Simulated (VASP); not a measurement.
# GaAs2 (Pn-3m) in VASP: single point with PBE

Aim: the single point of GaAs2 with PBE.

Everything below comes from runs of VASP 6.6.1. Logs are shortened: lines on timing, memory, paths and dates and some standing lists are left out, and cuts for length are marked.

### 1 The cell of the first run

Symmetry: Pn-3m, No. 224, cubic system. The conventional cell has a = 5.491 Å, b = 5.491 Å, c = 5.491 Å, α = 90.00°, β = 90.00°, γ = 90.00°. Within 3.1 Å of Ga (site symmetry -43m) lie 4 As at 2.38 Å. Within 3.1 Å of As (site symmetry -3m) lie 2 Ga at 2.38 Å.

The cell was generated, and may not be a known phase.

### 2 Single point, PBE

Contents of INCAR:

```
ALGO     = Normal         # electronic algorithm
EDIFF    = 1E-6           # SCF threshold, eV
ENCUT    = 500            # plane-wave cutoff, eV
GGA      = PE             # functional
GGA_COMPAT= False        
ISIF     = 2              # what is computed and relaxed
ISMEAR   = 0              # smearing method
LASPH    = True           # aspherical terms in the spheres
LCHARG   = False          # write CHGCAR
LREAL    = False          # projectors in reciprocal space
LWAVE    = False          # write WAVECAR
NBANDS   = 32             # bands
NELM     = 120            # most SCF steps
PREC     = Accurate       # precision mode
SIGMA    = 0.2            # smearing width, eV
```

Contents of KPOINTS:

```
k-points
0
Gamma
  3 3 3
```

Contents of POSCAR:

```
GaAs2
1.0
    5.4913947871      0.0000000000      0.0000000000
    0.0000000000      5.4913947871      0.0000000000
    0.0000000000      0.0000000000      5.4913947871
Ga As
2 4
Direct
    0.0000000000      0.0000000000      0.0000000000
    0.5000000000      0.5000000000      0.5000000000
    0.2500000000      0.2500000000      0.2500000000
    0.7500000000      0.7500000000      0.2500000000
    0.7500000000      0.2500000000      0.7500000000
    0.2500000000      0.7500000000      0.7500000000
```

Potentials or basis: VASP PAW PBE potentials, release 64 (Ga_d, As).

Started as:

```
> cat potpaw_PBE.64/Ga_d/POTCAR potpaw_PBE.64/As/POTCAR > POTCAR
> mpirun -np 1 vasp_std > vasp.out
```

OUTCAR:

```text
EDIFF = 1E-6
   ENCUT = 500
   GGA = PE
   ISIF = 2
   ISMEAR = 0
   LASPH = True
   LREAL = False
   NELM = 120
   PREC = Accurate

 ion  position               nearest neighbor table
   1  0.000  0.000  0.000-   3 2.38   4 2.38   5 2.38   6 2.38
   2  0.500  0.500  0.500-   3 2.38   4 2.38   5 2.38   6 2.38
   3  0.250  0.250  0.250-   1 2.38   2 2.38
   4  0.750  0.750  0.250-   1 2.38   2 2.38
   5  0.750  0.250  0.750-   1 2.38   2 2.38
   6  0.250  0.750  0.750-   1 2.38   2 2.38

  LATTYP: Found a simple cubic cell.
 ALAT       =     5.4913947871

  Lattice vectors:

 A1 = (   5.4913947871,   0.0000000000,   0.0000000000)
 A2 = (   0.0000000000,   5.4913947871,   0.0000000000)
 A3 = (   0.0000000000,   0.0000000000,   5.4913947871)

Analysis of symmetry for initial positions (statically):
=====================================================================
 Subroutine PRICEL returns:
 Original cell was already a primitive cell.

 Routine SETGRP: Setting up the symmetry group for a
 simple cubic supercell.

 Subroutine GETGRP returns: Found 48 space group operations
 (whereof 24 operations were pure point group operations)
 out of a pool of 48 trial point group operations.

The static configuration has the point symmetry T_d .
 The point group associated with its full space group is O_h .

Analysis of symmetry for dynamics (positions and initial velocities):
=====================================================================
 Subroutine PRICEL returns:
 Original cell was already a primitive cell.

 Routine SETGRP: Setting up the symmetry group for a
 simple cubic supercell.

 Subroutine GETGRP returns: Found 48 space group operations
 (whereof 24 operations were pure point group operations)
 out of a pool of 48 trial point group operations.

The dynamic configuration has the point symmetry T_d .
 The point group associated with its full space group is O_h .

 Subroutine INISYM returns: Found 48 space group operations
 (whereof 24 operations are pure point group operations),
 and found     1 'primitive' translations

----------------------------------------------------------------------------------------

                                     Primitive cell

  volume of cell :     165.5953

  direct lattice vectors                    reciprocal lattice vectors
     5.491394787  0.000000000  0.000000000     0.182103097  0.000000000  0.000000000
     0.000000000  5.491394787  0.000000000     0.000000000  0.182103097  0.000000000
     0.000000000  0.000000000  5.491394787     0.000000000  0.000000000  0.182103097

  length of vectors
     5.491394787  5.491394787  5.491394787     0.182103097  0.182103097  0.182103097

  position of ions in fractional coordinates (direct lattice)
     0.000000000  0.000000000  0.000000000
     0.500000000  0.500000000  0.500000000
     0.250000000  0.250000000  0.250000000
     0.750000000  0.750000000  0.250000000
     0.750000000  0.250000000  0.750000000
     0.250000000  0.750000000  0.750000000

  ion indices of the primitive-cell ions
   primitive index   ion index
                 1           1
                 2           2
                 3           3
                 4           4
                 5           5
                 6           6

----------------------------------------------------------------------------------------

 KPOINTS: k-points

Automatic generation of k-mesh.
 Grid dimensions read from file:
 generate k-points for:    3    3    3

 Generating k-lattice:

  Cartesian coordinates                     Fractional coordinates (reciprocal lattice)
     0.060701032  0.000000000  0.000000000     0.333333333  0.000000000  0.000000000
     0.000000000  0.060701032  0.000000000     0.000000000  0.333333333  0.000000000
     0.000000000  0.000000000  0.060701032     0.000000000  0.000000000  0.333333333

  Length of vectors
     0.060701032  0.060701032  0.060701032

  Shift w.r.t. Gamma in fractional coordinates (k-lattice)
     0.000000000  0.000000000  0.000000000

 Subroutine IBZKPT returns following result:
 ===========================================

 Found      4 irreducible k-points:

 Following reciprocal coordinates:
            Coordinates               Weight
  0.000000  0.000000  0.000000      1.000000
  0.333333  0.000000  0.000000      6.000000
  0.333333  0.333333  0.000000     12.000000
  0.333333  0.333333  0.333333      8.000000
   k-points           NKPTS =      4   k-points in BZ     NKDIM =      4   number of bands    NBANDS=     32
   number of dos      NEDOS =    301   number of ions     NIONS =      6
   total plane-waves  NPLWV =  64000
   dimension x,y,z NGX =    40 NGY =   40 NGZ =   40
   dimension x,y,z NGXF=    80 NGYF=   80 NGZF=   80
   ions per type =               2   4
   NGX,Y,Z   is equivalent  to a cutoff of  12.11, 12.11, 12.11 a.u.
   NGXF,Y,Z  is equivalent  to a cutoff of  24.22, 24.22, 24.22 a.u.
 SYSTEM =  unknown system
   PREC   = accura    normal or accurate (medium, high low for compatibility)
   ISTART =      0    job   : 0-new  1-cont  2-samecut
   ICHARG =      2    charge: 1-file 2-atom 10-const
   ISPIN  =      1    spin polarized calculation?
   LNONCOLLINEAR =      F non collinear calculations
   LSORBIT =      F    spin-orbit coupling
   LASPH  =      T    aspherical Exc in radial PAW
   ENCUT  =  500.0 eV  36.75 Ry    6.06 a.u.  10.01 10.01 10.01*2*pi/ulx,y,z
   NELM   =    120;   NELMIN=  2; NELMDL= -5     # of ELM steps
   EDIFF  = 0.1E-05   stopping-criterion for ELM
   LREAL  =      F    real-space projection
[... 7 lines left out ...]
   TEBEG  =    0.0;   TEEND  =   0.0 temperature during run
   PSTRESS=    0.0 pullay stress
   NELECT =      46.0000    total number of electrons
   NUPDOWN=      -1.0000    fix difference up-down
   EMIN   =  10.00;   EMAX   =-10.00  energy-range for DOS
   EFERMI =   0.00;   METHOD = LEGACY
   ISMEAR =     0;   SIGMA  =   0.20  broadening in eV -4-tet -1-fermi 0-gaus
   EFERMI_NEDOS =   21; number of points for ismear=-14 and -15
   IALGO  =     38    algorithm
   IMIX   =      4    mixing-type and parameters
     AMIX     =   0.40;   BMIX     =  1.00
     AMIX_MAG =   1.60;   BMIX_MAG =  1.00
  volume/ion in A,a.u.               =      27.60       186.25
  Fermi-wavevector in a.u.,A,eV,Ry     =   1.068181  2.018569 15.524387  1.141010
  Thomas-Fermi vector in A             =   2.203821
   LORBIT       =      0    0 simple, 1 ext, 2 COOP (PROOUT), +10 PAW based schemes
   GGA     = PE    functional components
   LHFCALC =     F    Hartree Fock is set to
   AEXX    =    0.0000 exact exchange contribution
   IVDW    =     0    specifies the selected vdW correction
   LEPSILON=     F    determine dielectric tensor
   LRPA    =     F    only Hartree local field effects (RPA)
 non-spin polarized calculation
 Gauss-broadening in eV      SIGMA  =   0.20
  energy-cutoff  :      500.00
  volume of cell :      165.60
 maximum number of plane-waves:      4220
   NGX = 21   NGY = 21   NGZ = 21

 number of electron      46.0000028 magnetization

 Free energy of the ion-electron system (eV)
  ---------------------------------------------------
  ext. energy  EPLUGINS =         0.00000000
  ---------------------------------------------------
  free energy    TOTEN  =       -19.68558984 eV

  energy without entropy =      -19.53626208  energy(sigma->0) =      -19.61092596

 E-fermi :   2.3543     XC(G=0):  -8.8612

 val. band max:        2.3017013214   @ k =   0.0000   0.0000   0.0000
 cond. band min:       2.4008779605   @ k =   0.3333   0.3333   0.0000
 fundamental gap:      0.0991766391
 Fermi energy:         2.3542633117

 k-point     1 :       0.0000    0.0000    0.0000
  band No.  band energies     occupation
      1     -12.9108      2.00000
      2     -12.9108      2.00000
      3     -12.9108      2.00000
      4     -12.8648      2.00000
      5     -12.8648      2.00000
      6     -12.8648      2.00000
[... 24 lines left out ...]
     31       7.5769      0.00000
     32       7.7963      0.00000

 k-point     2 :       0.3333    0.0000    0.0000
  band No.  band energies     occupation
      1     -12.9123      2.00000
      2     -12.9123      2.00000
      3     -12.9009      2.00000
      4     -12.8782      2.00000
      5     -12.8649      2.00000
      6     -12.8649      2.00000
[... 24 lines left out ...]
     31       7.7989      0.00000
     32       8.7204      0.00000

 k-point     3 :       0.3333    0.3333    0.0000
  band No.  band energies     occupation
      1     -12.9150      2.00000
      2     -12.9146      2.00000
      3     -12.8962      2.00000
      4     -12.8860      2.00000
      5     -12.8639      2.00000
      6     -12.8633      2.00000
[... 24 lines left out ...]
     31       7.9489      0.00000
     32       8.5934      0.00000

 k-point     4 :       0.3333    0.3333    0.3333
  band No.  band energies     occupation
      1     -12.9150      2.00000
      2     -12.9150      2.00000
      3     -12.9093      2.00000
      4     -12.8730      2.00000
      5     -12.8654      2.00000
      6     -12.8654      2.00000
[... 24 lines left out ...]
     31       8.6051      0.00000
     32       9.1059      0.00000

------------------------ aborting loop because EDIFF is reached ----------------------------------------

  FORCE on cell =-STRESS in cart. coord.  units (eV):
  Direction    XX          YY          ZZ          XY          YZ          ZX
  --------------------------------------------------------------------------------------
  -------------------------------------------------------------------------------------
  Total        0.5563165      0.5563165      0.5563165      0.0000000     -0.0000000      0.0000000
  in kB        5.3825062      5.3825062      5.3825062      0.0000000     -0.0000000      0.0000000
  external PRESSURE =       5.3825062 kB  Pullay stress =       0.0000000 kB

 VOLUME and BASIS-vectors are now :
 -----------------------------------------------------------------------------
  energy-cutoff  :      500.00
  volume of cell :      165.60
      direct lattice vectors                 reciprocal lattice vectors
     5.491394787  0.000000000  0.000000000     0.182103097  0.000000000  0.000000000
     0.000000000  5.491394787  0.000000000     0.000000000  0.182103097  0.000000000
     0.000000000  0.000000000  5.491394787     0.000000000  0.000000000  0.182103097

 POSITION                                       TOTAL-FORCE (eV/Angst)
 -----------------------------------------------------------------------------------
      0.00000      0.00000      0.00000        -0.000000     -0.000000      0.000000
      2.74570      2.74570      2.74570        -0.000000     -0.000000     -0.000000
      1.37285      1.37285      1.37285         0.000000      0.000000     -0.000000
      4.11855      4.11855      1.37285         0.000000     -0.000000      0.000000
      4.11855      1.37285      4.11855        -0.000000      0.000000     -0.000000
      1.37285      4.11855      4.11855         0.000000     -0.000000      0.000000
 -----------------------------------------------------------------------------------
    total drift:                                0.000000      0.000000     -0.000000

  FREE ENERGIE OF THE ION-ELECTRON SYSTEM (eV)
  ---------------------------------------------------
  free  energy   TOTEN  =       -19.6855898432 eV

  energy  without entropy=      -19.5362620800  energy(sigma->0) =      -19.61092596
```

Run time: 31 s. Hardware: 1 thread of Intel Xeon 8259CL, shared host; peak memory 0.24 GiB.

Results:

```
Free energy            : -19.6856 eV
Pressure               : 0.5 GPa
Band gap on the k mesh : zero (bands 23 and 24 overlap by 0.28 eV)
```

Caveat: the k points lie up to 0.38 Å⁻¹ apart; semilocal functionals underestimate gaps, and a narrow one can read as zero.

The gap in the log of VASP goes by the Fermi energy; the results here count the filled bands.